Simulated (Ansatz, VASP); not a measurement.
# SiSn4 in VASP and in Ansatz

```
Si Sn
1.0
     0.00000    4.34137    4.34137
     4.34137    0.00000    4.34137
     4.34137    4.34137    0.00000
Si Sn
1 4
Direct
  0.25000 0.25000 0.25000
  0.87504 0.87504 0.87504
  0.87504 0.87504 0.37487
  0.87504 0.37487 0.87504
  0.37487 0.87504 0.87504
```

Alike in both runs: functional PBE; k mesh 4 × 4 × 4; occupations gaussian, width 0.1 eV; no spin polarisation.

Ansatz relaxed the structure, and its values are those at the end. VASP's run is a single point on that final structure, the one shown.

```csv
,VASP,Ansatz
version,VASP 6.6.1,Ansatz 0.2.0
potentials or method,"VASP PAW PBE potentials, release 64 (Si, Sn_d), cutoff 520 eV","scalar-relativistic, plane waves, PAW"
valence electrons in the cell,60,60
```

```csv
,VASP,Ansatz,Ansatz less VASP
gap on the k mesh at the Fermi level (eV),none,none,-
pressure (GPa),-0.1,0.0,+0.05
```

A gap of «none» marks a metal or a gap that the smearing closes.
